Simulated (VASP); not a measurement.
Set up this calculation in VASP 6.6.1, as the native input.

```
Task                   : single point
Functional             : r2SCAN
Potentials or basis    : VASP PAW PBE potentials, release 64 (Na_pv, Cl)
Cutoff                 : 520 eV
k mesh                 : 6 × 6 × 6
Occupations            : fermi-dirac, width 0.02 eV
Spin                   : no spin polarisation
Dipole correction      : no
Further INCAR settings : ALGO = Normal; EDIFF = 1e-06; NBANDS = 14
```

The system is NaCl.

```
Na Cl
1.0
     0.00000    3.08727    3.08727
     3.08727    0.00000    3.08727
     3.08727    3.08727    0.00000
Na Cl
1 1
Direct
  0.00000 0.00000 0.00000
  0.25000 0.25000 0.25000
```

The input as run:

POSCAR

```
NaCl
1.0
    0.0000000000      3.0872727859      3.0872727859
    3.0872727859      0.0000000000      3.0872727859
    3.0872727859      3.0872727859      0.0000000000
Na Cl
1 1
Direct
    0.0000000000      0.0000000000      0.0000000000
    0.2500000000      0.2500000000      0.2500000000
```

INCAR.step1

```
SYSTEM = NaCl
  PREC = Accurate
  ENCUT = 520
  ISMEAR = -1
  SIGMA = 0.02
  LREAL = .False.
  LASPH = .True.
  NELM = 60
  NBANDS = 14
  GGA = PE
  ALGO = Normal
  EDIFF = 1E-4
  LWAVE = .True.
  LCHARG = .False.
```

INCAR.step2

```
SYSTEM = NaCl
  PREC = Accurate
  ENCUT = 520
  EDIFF = 1E-6
  ISMEAR = -1
  SIGMA = 0.02
  LREAL = .False.
  LASPH = .True.
  NELM = 60
  ALGO = Normal
  ISIF = 2
  LWAVE = .False.
  LCHARG = .False.
  METAGGA = R2SCAN
  LMIXTAU = .True.
  NBANDS = 14
  ISTART = 1
```

KPOINTS

```
Automatic mesh
0
Gamma
  6 6 6
  0 0 0
```

Potentials or basis: VASP PAW PBE potentials, release 64 (Na_pv, Cl).

The run is started by

```console
$ cat potpaw_PBE.64/Na_pv/POTCAR potpaw_PBE.64/Cl/POTCAR > POTCAR
$ cp INCAR.step1 INCAR
$ mpirun -np 1 vasp_std > vasp.out
$ cp INCAR.step2 INCAR
$ mpirun -np 1 vasp_std > vasp.out
```

It gave:

The pressure is -0.1 GPa. The band gap on the k mesh is 5.57 eV.

Caveat: the structure was generated, so it needn't be the stable form of NaCl; the PAW data sets were made with another functional, which shifts forces and pressure a little.

Run time: 92 s on 1 thread of AMD EPYC 7R13, on a shared host, peak memory 0.15 GiB.
